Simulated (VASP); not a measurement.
# BN: vibrations by perturbation theory with LDA

The system is BN.

```
CELL_PARAMETERS angstrom
0.00000 1.76317 1.76317
1.76317 0.00000 1.76317
1.76317 1.76317 0.00000
ATOMIC_POSITIONS crystal
B 0.00000 0.00000 0.00000
N 0.75000 0.75000 0.75000
```

```yaml
Program: VASP 6.6.1
Task: vibrations by perturbation theory
Functional: LDA
Potentials_or_basis: VASP PAW LDA potentials, release 64 (B, N)
Cutoff: 520 eV
k_mesh: 12 × 12 × 12
Occupations: gaussian, width 0.01 eV
Spin: no spin polarisation
Dipole_correction: no
Further_INCAR_settings: ALGO = Normal; EDIFF = 1e-08; IBRION = 8; NSW = 1
```

The electronic dielectric tensor (diagonal) is 4.53 and the born charges (mean of the diagonal) is B +1.85; N -1.85 e. The highest phonon frequency at Γ, LO-TO splitting left out is 1131 cm⁻¹.

Phonon frequencies in cm⁻¹ (negative: imaginary):
```tsv
q point	frequencies
(0.000, 0.000, 0.000)	0 0 0 1131 1131 1131
```

Electronic dielectric tensor:
```
4.53 0.00 0.00
0.00 4.53 0.00
0.00 0.00 4.53
```

Born effective charge tensors (e):
atom 1, B
```
1.85 0.00 0.00
0.00 1.85 0.00
0.00 0.00 1.85
```
atom 2, N
```
-1.85  0.00  0.00
 0.00 -1.85  0.00
 0.00  0.00 -1.85
```

It took 4.2 min on 1 thread of Intel Xeon 8259CL, on a shared host, peak memory 0.17 GiB.

Caveat: the cell wasn't relaxed at this level first, which shifts response properties.
